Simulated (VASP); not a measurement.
# Ge (I4_1/amd) in VASP: vibrations by perturbation theory with LDA

Aim: the vibrations by perturbation theory of Ge with LDA.

Program: VASP 6.6.1. These are calculated values, not measurements. Logs are shortened: lines on timing, memory, paths and dates and some standing lists are left out, and cuts for length are marked.

### Step 1. The cell of the first run

Symmetry: I4_1/amd, No. 141, tetragonal system. Conventional cell: a = 5.149 Å, b = 5.149 Å, c = 2.795 Å, α = 90.00°, β = 90.00°, γ = 90.00°. Ge (site symmetry -4m2) has 10 Ge at 2.67 to 3.32 Å within 3.5 Å.

### Step 2. Vibrations by perturbation theory, LDA

INCAR

```
PREC = Accurate ; ENCUT = 520
EDIFF = 1E-8 ; ISMEAR = 1
SIGMA = 0.1 ; LREAL = F
LASPH = T ; NELM = 80
ALGO = Normal ; ISIF = 2
LWAVE = F ; LCHARG = T
GGA = CA ; NBANDS = 21
IBRION = 8 ; NSW = 1
```

KPOINTS

```
regular mesh
0
Gamma
  7 7 7
```

POSCAR

```
Ge
1.0
   -2.5744900000      2.5744900000      1.3974130000
    2.5744900000     -2.5744900000      1.3974130000
    2.5744900000      2.5744900000     -1.3974130000
Ge
2
Direct
    0.2500000000      0.7500000000      0.5000000000
    0.5000000000      0.5000000000      0.0000000000
```

Potentials or basis: VASP PAW LDA potentials, release 64 (Ge_d).

Run with:

```sh
$ cat potpaw_LDA.64/Ge_d/POTCAR > POTCAR
$ mpirun -np 1 vasp_std > vasp.out
```

OUTCAR:

```text
PREC = Accurate
   ENCUT = 520
   EDIFF = 1E-8
   ISMEAR = 1
   LREAL = F
   LASPH = T
   NELM = 80
   ISIF = 2
   GGA = CA
   IBRION = 8
   NSW = 1

 ion  position               nearest neighbor table
   1  0.250  0.750  0.500-   2 2.67   2 2.67   2 2.67   2 2.67
   2  0.500  0.500  0.000-   1 2.67   1 2.67   1 2.67   1 2.67

  LATTYP: Found a body centered tetragonal cell.
 ALAT       =     5.1489800000
 C/A-ratio  =     0.5427921647

  Lattice vectors:

 A1 = (  -2.5744900000,   2.5744900000,   1.3974130000)
 A2 = (   2.5744900000,  -2.5744900000,   1.3974130000)
 A3 = (   2.5744900000,   2.5744900000,  -1.3974130000)

Analysis of symmetry for initial positions (statically):
=====================================================================
 Subroutine PRICEL returns:
 Original cell was already a primitive cell.

 Routine SETGRP: Setting up the symmetry group for a
 body centered tetragonal supercell.

 Subroutine GETGRP returns: Found 16 space group operations
 (whereof  8 operations were pure point group operations)
 out of a pool of 16 trial point group operations.

The static configuration has the point symmetry D_2d.
 The point group associated with its full space group is D_4h.

Analysis of symmetry for dynamics (positions and initial velocities):
=====================================================================
 Subroutine PRICEL returns:
 Original cell was already a primitive cell.

 Routine SETGRP: Setting up the symmetry group for a
 body centered tetragonal supercell.

 Subroutine GETGRP returns: Found 16 space group operations
 (whereof  8 operations were pure point group operations)
 out of a pool of 16 trial point group operations.

The dynamic configuration has the point symmetry D_2d.
 The point group associated with its full space group is D_4h.

 Subroutine INISYM returns: Found 16 space group operations
 (whereof  8 operations are pure point group operations),
 and found     1 'primitive' translations

----------------------------------------------------------------------------------------

                                     Primitive cell

  volume of cell :      37.0482

  direct lattice vectors                    reciprocal lattice vectors
    -2.574490000  2.574490000  1.397413000     0.000000000  0.194213223  0.357804028
     2.574490000 -2.574490000  1.397413000     0.194213223  0.000000000  0.357804028
     2.574490000  2.574490000 -1.397413000     0.194213223  0.194213223  0.000000000

  length of vectors
     3.899841101  3.899841101  3.899841101     0.407114847  0.407114847  0.274658974

  position of ions in fractional coordinates (direct lattice)
     0.250000000  0.750000000  0.500000000
     0.500000000  0.500000000  0.000000000

  ion indices of the primitive-cell ions
   primitive index   ion index
                 1           1
                 2           2

----------------------------------------------------------------------------------------

 KPOINTS: regular mesh

Automatic generation of k-mesh.
 Grid dimensions read from file:
 generate k-points for:    7    7    7

 Generating k-lattice:

  Cartesian coordinates                     Fractional coordinates (reciprocal lattice)
     0.000000000  0.027744746  0.051114861     0.142857143  0.000000000  0.000000000
     0.027744746  0.000000000  0.051114861     0.000000000  0.142857143  0.000000000
     0.027744746  0.027744746  0.000000000     0.000000000  0.000000000  0.142857143

[... 82 lines left out ...]
   LHFCALC =     F    Hartree Fock is set to
   AEXX    =    0.0000 exact exchange contribution
   IVDW    =     0    specifies the selected vdW correction
   LEPSILON=     F    determine dielectric tensor
   LRPA    =     F    only Hartree local field effects (RPA)
 non-spin polarized calculation
 Methfessel and Paxton  Order N= 1 SIGMA  =   0.10
  energy-cutoff  :      520.00
  volume of cell :       37.05
 maximum number of plane-waves:      1013
 NGX is ok and might be reduce to    30
   NGX = 15   NGY = 15   NGZ = 15

--------------------------------------- Ionic step        1  -------------------------------------------

 number of electron      28.0000028 magnetization

 Free energy of the ion-electron system (eV)
  ---------------------------------------------------
  ext. energy  EPLUGINS =         0.00000000
  ---------------------------------------------------
  free energy    TOTEN  =       -10.05472528 eV

  energy without entropy =      -10.05371311  energy(sigma->0) =      -10.05438789

 E-fermi :   6.4785     XC(G=0): -11.6071

 val. band max:        6.4244486596   @ k =  -0.2857   0.2857   0.0000
 cond. band min:       6.5062363766   @ k =   0.1429   0.1429  -0.0000
 fundamental gap:      0.0817877169
 Fermi energy:         6.4785116485

 k-point     1 :       0.0000    0.0000    0.0000
  band No.  band energies     occupation
      1     -18.3222      2.00000
      2     -18.2752      2.00000
      3     -18.2458      2.00000
      4     -18.2427      2.00000
      5     -18.1378      2.00000
      6     -18.1378      2.00000
[... 565 lines left out ...]
     20      18.7689      0.00000
     21      19.0031      0.00000

 [... further k-points ...]

------------------------ aborting loop because EDIFF is reached ----------------------------------------

  FORCE on cell =-STRESS in cart. coord.  units (eV):
  Direction    XX          YY          ZZ          XY          YZ          ZX
  --------------------------------------------------------------------------------------
  -------------------------------------------------------------------------------------
  Total       -0.7781770     -0.7781770     -0.4034215      0.0000000      0.0000000     -0.0000000
  in kB      -33.6528450    -33.6528450    -17.4462645      0.0000000      0.0000000     -0.0000000
  external PRESSURE =     -28.2506515 kB  Pullay stress =       0.0000000 kB

 VOLUME and BASIS-vectors are now :
 -----------------------------------------------------------------------------
  energy-cutoff  :      520.00
  volume of cell :       37.05
      direct lattice vectors                 reciprocal lattice vectors
    -2.574490000  2.574490000  1.397413000     0.000000000  0.194213223  0.357804028
     2.574490000 -2.574490000  1.397413000     0.194213223  0.000000000  0.357804028
     2.574490000  2.574490000 -1.397413000     0.194213223  0.194213223  0.000000000

 POSITION                                       TOTAL-FORCE (eV/Angst)
 -----------------------------------------------------------------------------------
      2.57449      0.00000      0.69871        -0.000000      0.000000      0.000000
      0.00000      0.00000      1.39741         0.000000     -0.000000     -0.000000
 -----------------------------------------------------------------------------------
    total drift:                                0.000000     -0.000000      0.000000

  FREE ENERGIE OF THE ION-ELECTRON SYSTEM (eV)
  ---------------------------------------------------
  free  energy   TOTEN  =       -10.0547252751 eV

  energy  without entropy=      -10.0537131065  energy(sigma->0) =      -10.05438789

[... ionic steps 2 to 3 ...]

--------------------------------------- Ionic step        4  -------------------------------------------

------------------------ aborting loop because EDIFF is reached ----------------------------------------

[... ionic steps 5 to 5 ...]

--------------------------------------- Ionic step        6  -------------------------------------------

 Free energy of the ion-electron system (eV)
  ---------------------------------------------------
  ---------------------------------------------------
  free energy    TOTEN  =        -0.18507504 eV

  energy without entropy =       -0.18507504

------------------------ aborting loop because EDIFF is reached ----------------------------------------

 INTERNAL STRAIN TENSOR  FOR ION    1  DIRECTION 3   (eV/Angst):
 -----------------------------------------------------------------------------
     2.87911  0.00000  0.00000
     0.00000 -2.88331  0.00000
     0.00000  0.00000 -0.00461

 INTERNAL STRAIN TENSOR FOR ION    2 for displacements in x,y,z  (eV/Angst):
          X           Y           Z          XY          YZ          ZX
  --------------------------------------------------------------------------------
  x     0.00000     0.00000     0.00000     0.00000     0.00000    -2.91426
  y     0.00000     0.00000     0.00000     0.00000     2.69579     0.00000
  z    -2.88121     2.88121     0.00000     0.00000     0.00000     0.00000

 SECOND DERIVATIVES (NOT SYMMETRIZED)
 ------------------------------------
               1X          1Y          1Z          2X          2Y          2Z
  1X    -2.381482    0.000000    0.000000    2.381482    0.000000    0.000000
  1Y     0.000000   -2.381482    0.000000    0.000000    2.381482    0.000000
  1Z     0.000000    0.000000    0.267041    0.000000    0.000000   -0.267041
  2X     2.381482    0.000000    0.000000   -2.381482    0.000000    0.000000
  2Y     0.000000    2.381482    0.000000    0.000000   -2.381482    0.000000
  2Z     0.000000    0.000000   -0.267041    0.000000    0.000000    0.267041

 Eigenvectors and eigenvalues of the dynamical matrix
 ----------------------------------------------------

   1 f  =    4.003973 THz    25.157705 2PiTHz  133.558168 cm-1    16.559095 meV
             X         Y         Z           dx          dy          dz
      2.574490  0.000000  0.698707     0.707107    0.000000    0.000000
      0.000000  0.000000  1.397413    -0.707107    0.000000    0.000000
[... 16 lines left out ...]
   5 f  =    0.000000 THz     0.000000 2PiTHz    0.000000 cm-1     0.000000 meV
             X         Y         Z           dx          dy          dz
      2.574490  0.000000  0.698707    -0.707107    0.000000    0.000000
      0.000000  0.000000  1.397413    -0.707107    0.000000    0.000000

   6 f/i=    1.340776 THz     8.424342 2PiTHz   44.723464 cm-1     5.545000 meV
             X         Y         Z           dx          dy          dz
      2.574490  0.000000  0.698707     0.000000    0.000000    0.707107
      0.000000  0.000000  1.397413     0.000000    0.000000   -0.707107

--------------------------------------------------------------------------------------------------------

 ELASTIC MODULI CONTR FROM IONIC RELAXATION (kBar)
 Direction    XX          YY          ZZ          XY          YZ          ZX
 --------------------------------------------------------------------------------
 XX          -0.0000      0.0000      0.0000      0.0000     -0.0000      0.0000
 YY           0.0000     -0.0000      0.0000      0.0000      0.0000     -0.0000
 ZZ           0.0000      0.0000      0.0000      0.0000      0.0000      0.0000
 XY           0.0000      0.0000      0.0000      0.0000      0.0000      0.0000
 YZ          -0.0000      0.0000      0.0000      0.0000   -131.9678     -0.0000
 ZX           0.0000     -0.0000      0.0000      0.0000     -0.0000   -154.2241
 --------------------------------------------------------------------------------
```

Run time: 4.8 min. Hardware: 1 thread of Intel Xeon Platinum 8488C (Sapphire Rapids), shared host; peak memory 0.27 GiB.

What came out:

```yaml
Highest_phonon_frequency_at_Γ: 134 cm⁻¹
Most_unstable_mode: 45i cm⁻¹
```

Phonon frequencies in cm⁻¹ (negative: imaginary):
```tsv
q point	frequencies
(0.000, 0.000, 0.000)	-45 0 0 0 134 134
```

Caveat: the k points lie up to 0.37 Å⁻¹ apart; the cell wasn't relaxed at this level first, which shifts response properties; some modes are imaginary.
